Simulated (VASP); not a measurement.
MoS2 (MoS2 (P6_3/mmc)):

```xyz
6
Lattice="3.1922 0.0000 0.0000 -1.5961 2.7646 0.0000 0.0000 0.0000 13.3783" Properties=species:S:1:pos:R:3 pbc="T T T"
Mo    1.5961    0.9215    3.3446
Mo    0.0000    1.8430   10.0337
S     1.5961    0.9215    8.4696
S     0.0000    1.8430    4.9087
S     1.5961    0.9215   11.5979
S     0.0000    1.8430    1.7804
```

```yaml
Program: VASP 6.6.1
Task: relaxation of cell and atoms
Functional: LDA
Potentials_or_basis: VASP PAW LDA potentials, release 64 (Mo_sv, S)
Cutoff: 600 eV
k_mesh: 10 × 10 × 2
Occupations: gaussian, width 0.01 eV
Spin: no spin polarisation
```

At the start: pressure -7.1 GPa; volume 19.68 Å³/atom.

Task: How do energy, volume and symmetry change on relaxing?

Result: Over 24 steps the energy falls by 37.4 meV/atom and the volume is 17.01 Å³/atom (-13.6 %); space group P6_3/mmc (No. 194, to 0.05 Å).

The path:
```tsv
step	energy change (eV)	largest force (eV/Å)	pressure (GPa)	volume (Å³)
1	0.0000	0.5739	-7.10	118.07
2	0.3969	2.4072	17.09	103.79
3	-0.1309	0.2879	-0.53	113.03
4	-0.1310	0.3107	-0.35	112.91
5	-0.1461	0.0969	-0.18	111.81
6	-0.1461	0.0855	-0.17	111.75
7	-0.1502	0.0976	-0.08	111.30
8	-0.1620	0.1367	0.21	109.97
9	-0.1834	0.2257	0.94	107.30
10	-0.2015	0.4353	3.08	101.99
11	-0.2022	0.4289	3.05	101.94
12	-0.2042	0.4098	2.95	101.80
13	-0.2078	0.3715	2.77	101.53
14	-0.2131	0.2954	2.41	100.98
15	-0.2151	0.1436	1.78	99.88
16	-0.2157	0.1899	1.96	100.21
17	-0.2176	0.1688	1.73	100.43
18	-0.2219	0.1054	1.06	101.11
19	-0.2240	0.0199	-0.22	102.47
20	-0.2242	0.0093	0.07	102.16
21	-0.2242	0.0128	0.10	102.12
22	-0.2242	0.0114	0.09	102.11
23	-0.2243	0.0070	0.06	102.08
24	-0.2243	0.0015	-0.01	102.03
```

Final structure:
```yaml
crystal:
  lattice:
    - [3.12375, 0.00000, 0.00000]
    - [-1.56187, 2.70525, 0.00000]
    - [0.00000, 0.00000, 12.07386]
  atoms:
    - { symbol: Mo, position: [0.66667, 0.33333, 0.25000] }
    - { symbol: Mo, position: [0.33333, 0.66667, 0.75000] }
    - { symbol: S, position: [0.66667, 0.33333, 0.62126] }
    - { symbol: S, position: [0.33333, 0.66667, 0.37874] }
    - { symbol: S, position: [0.66667, 0.33333, 0.87874] }
    - { symbol: S, position: [0.33333, 0.66667, 0.12126] }
```
